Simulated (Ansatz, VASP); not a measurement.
CdO: VASP beside Ansatz

The input INCAR:

```
PREC = Accurate
ENCUT = 600
EDIFF = 1E-6
ISMEAR = 0
SIGMA = 0.05
LREAL = F
LASPH = T
NELM = 120
ALGO = Normal
ISIF = 2
LWAVE = F
LCHARG = F
GGA = B5
ALDAX = 1.0
AGGAX = 1.0
AGGAC = 1.0
ALDAC = 0.0
NBANDS = 16
GGA_COMPAT = F
```

Contents of KPOINTS:

```
regular mesh
0
Gamma
  8 8 8
```

POSCAR

```
CdO
1.0
    0.0000000000      2.4164141789      2.4164141789
    2.4164141789      0.0000000000      2.4164141789
    2.4164141789      2.4164141789      0.0000000000
Cd O
1 1
Direct
    0.0000000000      0.0000000000      0.0000000000
    0.5000000000      0.5000000000      0.5000000000
```

Input for Ansatz:

```yaml
crystal:
  lattice:
    - [0.0, 2.4164141789, 2.4164141789]
    - [2.4164141789, 0.0, 2.4164141789]
    - [2.4164141789, 2.4164141789, 0.0]
  atoms:
    - { symbol: Cd, position: [0.0, 0.0, 0.0] }
    - { symbol: O, position: [0.5, 0.5, 0.5] }
basis:
  ecutwfc: 420
  ecutrho_ratio: 4
kpoints:
  mp_grid: { grid: [8, 8, 8] }
hamiltonian:
  xc: blyp
scf:
  occupations: { method: gaussian, width: 0.05 }
output:
  forces: true
  stress: true
  eigenvalues: true
```

Alike in both runs: task single point; functional BLYP; k mesh 8 × 8 × 8; occupations gaussian, width 0.05 eV; no spin polarisation.

|  | VASP | Ansatz |
| --- | --- | --- |
| version | VASP 6.6.1 | Ansatz 0.2.0 |
| potentials or method | VASP PAW PBE potentials, release 64 (Cd, O), cutoff 600 eV | scalar-relativistic, plane waves, PAW |
| valence electrons in the cell | 18 | 26 |

VASP gave:

```
gap on the k mesh at the Fermi level (eV) : none
pressure (GPa)                            : 1.0
```

Q: Estimate Ansatz's values.

A: gap on the k mesh at the Fermi level (eV): none; pressure (GPa): 0.0.

VASP's potentials were made for PBE, not for BLYP. A gap of «none» marks a metal or a gap that the smearing closes. With one functional, cell and mesh, what is left measures potentials, basis and numerics. VASP's potentials hold 18 valence electrons a cell and Ansatz's 26, so a difference there can come from the potentials and not from the codes.
